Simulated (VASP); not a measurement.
# MnS (Fm-3m) in VASP: further runs, part 2 of 2

VASP 6.6.1. The steps go on from the part before.

## (4) Single point, PBE, collinear spin, ferromagnetic start

This run uses another cell than the first one, of 16.25 Å³/atom, 1.030 times its volume.

INCAR

```
SYSTEM = MnS
PREC = Accurate ; ENCUT = 520
EDIFF = 1E-6 ; ISMEAR = 0
SIGMA = 0.1 ; LREAL = .FALSE.
LASPH = .TRUE. ; NELM = 150
ALGO = Normal ; ISIF = 2
LWAVE = .FALSE. ; LCHARG = .TRUE.
ISPIN = 2 ; MAGMOM = 4 0
LORBIT = 11 ; LMAXMIX = 4
GGA = PE ; LELF = .TRUE.
LVHAR = .TRUE. ; NBANDS = 20
```

KPOINTS

```
Automatic mesh
0
G
  5 5 5
  0 0 0
```

POSCAR

```
MnS
1.0
    0.0000000000      2.5330671317      2.5330671317
    2.5330671317      0.0000000000      2.5330671317
    2.5330671317      2.5330671317      0.0000000000
Mn S
1 1
Direct
    0.0000000000      0.0000000000      0.0000000000
    0.5000000000      0.5000000000      0.5000000000
```

Potentials or basis: VASP PAW PBE potentials, release 64 (Mn_pv, S).

Started as:

```bash
$ cat potpaw_PBE.64/Mn_pv/POTCAR potpaw_PBE.64/S/POTCAR > POTCAR
$ mpirun -np 1 vasp_std > vasp.out
```

OUTCAR:

```text
SYSTEM = MnS
   PREC = Accurate
   ENCUT = 520
   EDIFF = 1E-6
   ISMEAR = 0
   LREAL = .FALSE.
   LASPH = .TRUE.
   NELM = 150
   ISIF = 2
   ISPIN = 2
   LORBIT = 11
   GGA = PE

 ion  position               nearest neighbor table
   1  0.000  0.000  0.000-   2 2.53   2 2.53   2 2.53   2 2.53   2 2.53   2 2.53
   2  0.500  0.500  0.500-   1 2.53   1 2.53   1 2.53   1 2.53   1 2.53   1 2.53

  LATTYP: Found a face centered cubic cell.
 ALAT       =     5.0661342634

  Lattice vectors:

 A1 = (   0.0000000000,   2.5330671317,   2.5330671317)
 A2 = (   2.5330671317,   0.0000000000,   2.5330671317)
 A3 = (   2.5330671317,   2.5330671317,   0.0000000000)

Analysis of symmetry for initial positions (statically):
=====================================================================
 Subroutine PRICEL returns:
 Original cell was already a primitive cell.

 Routine SETGRP: Setting up the symmetry group for a
 face centered cubic supercell.

 Subroutine GETGRP returns: Found 48 space group operations
 (whereof 48 operations were pure point group operations)
 out of a pool of 48 trial point group operations.

The static configuration has the point symmetry O_h .

Analysis of symmetry for dynamics (positions and initial velocities):
=====================================================================
 Subroutine PRICEL returns:
 Original cell was already a primitive cell.

 Routine SETGRP: Setting up the symmetry group for a
 face centered cubic supercell.

 Subroutine GETGRP returns: Found 48 space group operations
 (whereof 48 operations were pure point group operations)
 out of a pool of 48 trial point group operations.

The dynamic configuration has the point symmetry O_h .

Analysis of structural, dynamic, and magnetic symmetry:
=====================================================================
 Subroutine PRICEL returns:
 Original cell was already a primitive cell.

 Routine SETGRP: Setting up the symmetry group for a
 face centered cubic supercell.

[... 131 lines left out ...]
  ext. energy  EPLUGINS =         0.00000000
  ---------------------------------------------------
  free energy    TOTEN  =       -14.10459834 eV

  energy without entropy =      -14.09659271  energy(sigma->0) =      -14.10059552

 E-fermi :   7.6170     XC(G=0): -11.0786

 val. band max:        7.6011074539   @ k =   0.0000   0.0000   0.0000
 cond. band min:       7.6704837924   @ k =  -0.4000   0.2000   0.0000
 fundamental gap:      0.0693763386
 Fermi energy:         7.6169814734

 spin component 1

 k-point     1 :       0.0000    0.0000    0.0000
  band No.  band energies     occupation
      1     -42.8938      1.00000
      2     -42.8938      1.00000
      3     -42.8938      1.00000
      4      -7.6008      1.00000
      5       4.2754      1.00000
      6       4.2754      1.00000
[... 206 lines left out ...]
      6       2.2435      1.00000
[... 12 lines left out ...]
     19      23.9609      0.00000
     20      24.5714      0.00000
 Fermi energy:         7.6169814734

 spin component 2

 k-point     1 :       0.0000    0.0000    0.0000
  band No.  band energies     occupation
      1     -38.7122      1.00000
      2     -38.7122      1.00000
      3     -38.7122      1.00000
      4      -7.3789      1.00000
      5       5.7306      1.00000
      6       5.7306      1.00000
[... 219 lines left out ...]
     19      24.6618      0.00000
     20      25.1014      0.00000

------------------------ aborting loop because EDIFF is reached ----------------------------------------

  FORCE on cell =-STRESS in cart. coord.  units (eV):
  Direction    XX          YY          ZZ          XY          YZ          ZX
  --------------------------------------------------------------------------------------
  -------------------------------------------------------------------------------------
  Total       -0.2239042     -0.2239042     -0.2239042      0.0000000      0.0000000     -0.0000000
  in kB      -11.0357730    -11.0357730    -11.0357730      0.0000000      0.0000000     -0.0000000
  external PRESSURE =     -11.0357730 kB  Pullay stress =       0.0000000 kB

 VOLUME and BASIS-vectors are now :
 -----------------------------------------------------------------------------
  energy-cutoff  :      520.00
  volume of cell :       32.51
      direct lattice vectors                 reciprocal lattice vectors
     0.000000000  2.533067132  2.533067132    -0.197389163  0.197389163  0.197389163
     2.533067132  0.000000000  2.533067132     0.197389163 -0.197389163  0.197389163
     2.533067132  2.533067132  0.000000000     0.197389163  0.197389163 -0.197389163

 POSITION                                       TOTAL-FORCE (eV/Angst)
 -----------------------------------------------------------------------------------
      0.00000      0.00000      0.00000         0.000000      0.000000      0.000000
      2.53307      2.53307      2.53307        -0.000000     -0.000000      0.000000
 -----------------------------------------------------------------------------------
    total drift:                               -0.000000      0.000000      0.000000

  FREE ENERGIE OF THE ION-ELECTRON SYSTEM (eV)
  ---------------------------------------------------
  free  energy   TOTEN  =       -14.1045983425 eV

  energy  without entropy=      -14.0965927071  energy(sigma->0) =      -14.10059552

 total charge

# of ion       s       p       d       tot
------------------------------------------
    1        0.229   6.185   4.986  11.400
    2        1.331   2.398   0.000   3.729
--------------------------------------------------
tot          1.560   8.582   4.986  15.129

 magnetization (x)

# of ion       s       p       d       tot
------------------------------------------
    1        0.050   0.039   3.856   3.945
    2        0.026   0.024   0.000   0.050
--------------------------------------------------
tot          0.076   0.063   3.856   3.995
```

OSZICAR:

```text
N       E                     dE             d eps       ncg     rms          rms(c)
DAV:   1     0.158119215154E+03    0.15812E+03   -0.10273E+04   808   0.102E+03
DAV:   2    -0.738192647317E+01   -0.16550E+03   -0.15633E+03   828   0.292E+02
DAV:   3    -0.151669109064E+02   -0.77850E+01   -0.76971E+01   940   0.692E+01
DAV:   4    -0.152584809354E+02   -0.91570E-01   -0.91507E-01   900   0.750E+00
DAV:   5    -0.152597108460E+02   -0.12299E-02   -0.12299E-02   904   0.920E-01    0.126E+01
DAV:   6    -0.142631757208E+02    0.99654E+00   -0.56125E+00   892   0.288E+01    0.111E+01
DAV:   7    -0.141082715552E+02    0.15490E+00   -0.84627E-01   876   0.130E+01    0.605E+00
DAV:   8    -0.141085452128E+02   -0.27366E-03   -0.30322E-02   844   0.138E+00    0.328E+00
DAV:   9    -0.141036077409E+02    0.49375E-02   -0.85393E-03   896   0.941E-01    0.337E-01
DAV:  10    -0.141046285774E+02   -0.10208E-02   -0.19665E-03   840   0.366E-01    0.165E-01
DAV:  11    -0.141045599111E+02    0.68666E-04   -0.22626E-04   888   0.111E-01    0.949E-02
DAV:  12    -0.141045789925E+02   -0.19081E-04   -0.56595E-05   900   0.568E-02    0.703E-02
DAV:  13    -0.141045930501E+02   -0.14058E-04   -0.39274E-06   844   0.186E-02    0.453E-02
DAV:  14    -0.141045976156E+02   -0.45654E-05   -0.54148E-06   820   0.175E-02    0.797E-03
DAV:  15    -0.141045983425E+02   -0.72691E-06   -0.55004E-07   584   0.682E-03
   1 F= -.14104598E+02 E0= -.14100596E+02  d E =-.800564E-02  mag=     4.2542
```

Run time: 35 s. Hardware: 1 thread of AMD EPYC 7R43 (Zen 3), shared host; peak memory 0.13 GiB.

Results:

* Free energy: -14.1046 eV
* Pressure: -1.1 GPa
* Net moment: 4.25 μB per cell
* Site moments: Mn +3.94; S +0.05 μB
* Valence electrons inside the program's atomic spheres: Mn 11.40; S 3.73

Levels at points of the mesh, in eV from the Fermi level:
Spin up:
```
           k point  band 10  band 11  band 12  band 13  band 14  band 15
(0.00, 0.00, 0.00)    -2.03    -2.03    -2.03     2.36     8.78     8.78
```
Spin down:
| k point | band 4 | band 5 | band 6 | band 7 | band 8 | band 9 | band 10 | band 11 |
| --- | --- | --- | --- | --- | --- | --- | --- | --- |
| (0.00, 0.00, 0.00) | -15.00 | -1.89 | -1.89 | -1.89 | -0.02 | -0.02 | -0.02 | 0.08 |

Caveat: the k points lie up to 0.43 Å⁻¹ apart; a cell with one magnetic atom can't hold antiferromagnetic order, which such compounds often take; semilocal functionals often make such compounds metallic where correlation or magnetic order opens a gap, which also shifts bond lengths. With open d or f shells a metallic result of PBE can be an artefact of self-interaction; +U or a hybrid may open a gap.

## (5) The runs side by side

```tsv
cell	gap on the mesh (eV)	pressure (GPa)	moment (μB)
a = 3.547 Å, angles 60.0°, 2 atoms	none	0.8	4.17
a = 3.561 Å, angles 60.0°, 2 atoms	none	-0.2	4.19
a = 3.582 Å, angles 60.0°, 2 atoms	none	-1.1	4.25
```

Alike in all rows: task single point; level PBE; potentials or basis VASP PAW PBE potentials, release 64 (Mn_pv, S); spin collinear, ferromagnetic start; k mesh 5 × 5 × 5; cutoff (eV) 520; smearing gaussian 0.1 eV.

Caveats: all runs use coarse meshes; a cell with one magnetic atom can't hold antiferromagnetic order, which such compounds often take; semilocal functionals often make such compounds metallic where correlation or magnetic order opens a gap, which also shifts bond lengths.

Total energies depend on the potentials used, so only differences within one code and one set of settings carry meaning.
